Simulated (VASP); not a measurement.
# Ru (P6_3/mmc) in VASP: a series of runs, part 2 of 2

VASP 6.6.1. The steps go on from the part before.

### 3 Vibrations by perturbation theory, PBE (13.51 Å³/atom)

INCAR

```
SYSTEM = Ru
ALGO     = Normal         ! electronic algorithm
EDIFF    = 1E-8           ! SCF threshold, eV
ENCUT    = 500            ! plane-wave cutoff, eV
GGA      = PE             ! functional
GGA_COMPAT= .False.      
IBRION   = 8              ! ionic algorithm
ISIF     = 2              ! what is computed and relaxed
ISMEAR   = -1             ! smearing method
LASPH    = .True.         ! aspherical terms in the spheres
LCHARG   = .False.        ! write CHGCAR
LREAL    = .False.        ! projectors in reciprocal space
LWAVE    = .False.        ! write WAVECAR
NBANDS   = 21             ! bands
NELM     = 120            ! most SCF steps
NSW      = 1              ! ionic steps
PREC     = Accurate       ! precision mode
SIGMA    = 0.15           ! smearing width, eV
```

KPOINTS

```
k-points
0
Gamma
  18 18 10
  0 0 0
```

POSCAR

```
Ru
1.0
    2.7031559142      0.0000000000      0.0000000000
   -1.3515779571      2.3410016921      0.0000000000
    0.0000000000      0.0000000000      4.2709887322
Ru
2
Direct
    0.3333333333      0.6666666667      0.2500000000
    0.6666666667      0.3333333333      0.7500000000
```

Potentials or basis: VASP PAW PBE potentials, release 64 (Ru_pv).

Command:

```bash
> cat potpaw_PBE.64/Ru_pv/POTCAR > POTCAR
> mpirun -np 1 vasp_std > vasp.out
```

OUTCAR:

```text
SYSTEM = Ru
   EDIFF = 1E-8
   ENCUT = 500
   GGA = PE
   IBRION = 8
   ISIF = 2
   ISMEAR = -1
   LASPH = .True.
   LREAL = .False.
   NELM = 120
   NSW = 1
   PREC = Accurate

 ion  position               nearest neighbor table
   1  0.333  0.667  0.250-   2 2.64   2 2.64   2 2.64   2 2.64   2 2.64   2 2.64
   2  0.667  0.333  0.750-   1 2.64   1 2.64   1 2.64   1 2.64   1 2.64   1 2.64

  LATTYP: Found a hexagonal cell.
 ALAT       =     2.7031559142
 C/A-ratio  =     1.5800008833

  Lattice vectors:

 A1 = (   2.7031559142,   0.0000000000,   0.0000000000)
 A2 = (  -1.3515779571,   2.3410016921,   0.0000000000)
 A3 = (   0.0000000000,   0.0000000000,   4.2709887322)

Analysis of symmetry for initial positions (statically):
=====================================================================
 Subroutine PRICEL returns:
 Original cell was already a primitive cell.

 Routine SETGRP: Setting up the symmetry group for a
 hexagonal supercell.

 Subroutine GETGRP returns: Found 24 space group operations
 (whereof 12 operations were pure point group operations)
 out of a pool of 24 trial point group operations.

The static configuration has the point symmetry D_3d.
 The point group associated with its full space group is D_6h.

Analysis of symmetry for dynamics (positions and initial velocities):
=====================================================================
 Subroutine PRICEL returns:
 Original cell was already a primitive cell.

 Routine SETGRP: Setting up the symmetry group for a
 hexagonal supercell.

 Subroutine GETGRP returns: Found 24 space group operations
[... 766 lines left out ...]
  ---------------------------------------------------
  free  energy   TOTEN  =       -18.5201910757 eV

  energy  without entropy=      -18.3960298880  energy(sigma->0) =      -18.45811048

[... ionic steps 2 to 3 ...]

--------------------------------------- Ionic step        4  -------------------------------------------

------------------------ aborting loop because EDIFF is reached ----------------------------------------

[... ionic steps 5 to 5 ...]

--------------------------------------- Ionic step        6  -------------------------------------------

 Free energy of the ion-electron system (eV)
  ---------------------------------------------------
  ---------------------------------------------------
  free energy    TOTEN  =        -0.74098822 eV

  energy without entropy =       -0.74098822

------------------------ aborting loop because EDIFF is reached ----------------------------------------

 INTERNAL STRAIN TENSOR  FOR ION    1  DIRECTION 3   (eV/Angst):
 -----------------------------------------------------------------------------
    -0.05990  0.00000  0.00000
     0.00000 -0.05990  0.00000
    -0.00000 -0.00000  0.12649

 INTERNAL STRAIN TENSOR FOR ION    2 for displacements in x,y,z  (eV/Angst):
          X           Y           Z          XY          YZ          ZX
  --------------------------------------------------------------------------------
  x    -0.00000     0.00000     0.00000     2.98724     0.00000     0.00000
  y     2.98724    -2.98724     0.00000     0.00000     0.00000     0.00000
  z     0.00000    -0.00000     0.00000     0.00000     0.00000     0.00000

 SECOND DERIVATIVES (NOT SYMMETRIZED)
 ------------------------------------
               1X          1Y          1Z          2X          2Y          2Z
  1X    -7.159926    0.000000    0.000000    7.159926    0.000000    0.000000
  1Y     0.000000   -7.159926    0.000000    0.000000    7.159926    0.000000
  1Z     0.000000    0.000000  -12.770707   -0.000000    0.000000   12.770707
  2X     7.159926    0.000000    0.000000   -7.159926    0.000000    0.000000
  2Y     0.000000    7.159926    0.000000    0.000000   -7.159926    0.000000
  2Z    -0.000000    0.000000   12.770707    0.000000    0.000000  -12.770707

 Eigenvectors and eigenvalues of the dynamical matrix
 ----------------------------------------------------

   1 f  =    7.858905 THz    49.378959 2PiTHz  262.144867 cm-1    32.501806 meV
             X         Y         Z           dx          dy          dz
     -0.000000  1.560668  1.067747     0.000000    0.000000   -0.707107
      1.351578  0.780334  3.203242    -0.000000    0.000000    0.707107
[... 16 lines left out ...]
   5 f  =    0.000000 THz     0.000000 2PiTHz    0.000000 cm-1     0.000000 meV
             X         Y         Z           dx          dy          dz
     -0.000000  1.560668  1.067747    -0.000000    0.000000    0.707107
      1.351578  0.780334  3.203242     0.000000    0.000000    0.707107

   6 f/i=    0.000000 THz     0.000000 2PiTHz    0.000000 cm-1     0.000000 meV
             X         Y         Z           dx          dy          dz
     -0.000000  1.560668  1.067747    -0.000000    0.707107    0.000000
      1.351578  0.780334  3.203242    -0.000000    0.707107    0.000000

--------------------------------------------------------------------------------------------------------

 ELASTIC MODULI CONTR FROM IONIC RELAXATION (kBar)
 Direction    XX          YY          ZZ          XY          YZ          ZX
 --------------------------------------------------------------------------------
 XX         -73.8825     73.8825     -0.0000      0.0000      0.0000      0.0000
 YY          73.8825    -73.8825      0.0000     -0.0000      0.0000      0.0000
 ZZ          -0.0000      0.0000     -0.0000      0.0000      0.0000      0.0000
 XY           0.0000     -0.0000      0.0000    -73.8825      0.0000      0.0000
 YZ           0.0000      0.0000      0.0000      0.0000      0.0000      0.0000
 ZX           0.0000      0.0000      0.0000      0.0000      0.0000      0.0000
 --------------------------------------------------------------------------------
```

Wall time 13 min (1 thread of Oxide Virtual Turin-like, shared host); peak memory 0.92 GiB.

What came out:

```yaml
Highest_phonon_frequency_at_Γ: 262 cm⁻¹
```

Phonon frequencies in cm⁻¹ (negative: imaginary):
| q point | frequencies |
| --- | --- |
| (0.000, 0.000, 0.000) | 0 0 0 196 196 262 |

Caveat: the cell stands under pressure or tension, which shifts response properties.
